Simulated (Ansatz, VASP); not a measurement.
# One calculation of Ni, two programs

INCAR

```
ALGO     = Normal         # electronic algorithm
EDIFF    = 1E-6           # SCF threshold, eV
ENCUT    = 520            # plane-wave cutoff, eV
GGA      = CA             # functional
ISIF     = 2              # what is computed and relaxed
ISMEAR   = 0              # smearing method
LASPH    = True           # aspherical terms in the spheres
LCHARG   = True           # write CHGCAR
LELF     = True           # ELF
LREAL    = False          # projectors in reciprocal space
LVHAR    = True         
LWAVE    = False          # write WAVECAR
NBANDS   = 11             # bands
NELM     = 100            # most SCF steps
PREC     = Accurate       # precision mode
SIGMA    = 0.15           # smearing width, eV
```

File KPOINTS:

```
k-points
0
Gamma
  24 24 24
```

POSCAR

```
Ni
1.0
    0.0000000000      1.7457037470      1.7457037470
    1.7457037470      0.0000000000      1.7457037470
    1.7457037470      1.7457037470      0.0000000000
Ni
1
Direct
    0.0000000000      0.0000000000      0.0000000000
```

Input for Ansatz:

```yaml
crystal:
  lattice:
    - [0.0, 1.745703747, 1.745703747]
    - [1.745703747, 0.0, 1.745703747]
    - [1.745703747, 1.745703747, 0.0]
  atoms:
    - { symbol: Ni, position: [0.0, 0.0, 0.0] }
basis:
  ecutwfc: 520.0
kpoints:
  mp_grid: { grid: [24, 24, 24] }
hamiltonian:
  xc: lda
  pseudopotentials: { kind: paw, azcp: { folder: soft_1 } }
scf:
  occupations: { method: gaussian, width: 0.15 }
  lower_state_search: "off"
output:
  forces: true
  stress: true
  eigenvalues: true
```

Alike in both runs: task single point; functional LDA; k mesh 24 × 24 × 24; occupations gaussian, width 0.15 eV; no spin polarisation.

```csv
,VASP,Ansatz
version,VASP 6.6.1,Ansatz 0.2.0
potentials or method,"VASP PAW LDA potentials, release 64 (Ni), cutoff 520 eV","scalar-relativistic, plane waves, PAW"
valence electrons in the cell,10,18
```

|  | VASP | Ansatz | Ansatz less VASP |
| --- | --- | --- | --- |
| gap on the k mesh at the Fermi level (eV) | none | none | - |
| pressure (GPa) | -13.7 | -13.8 | -0.10 |

Ansatz warns that its potentials were made for another functional, while VASP's fit it. LDA's correlation is that of Perdew and Zunger in VASP and of Perdew and Wang (1992) in Ansatz. A gap of «none» marks a metal or a gap that the smearing closes. VASP's potentials hold 10 valence electrons a cell and Ansatz's 18, so a difference there can come from the potentials and not from the codes.
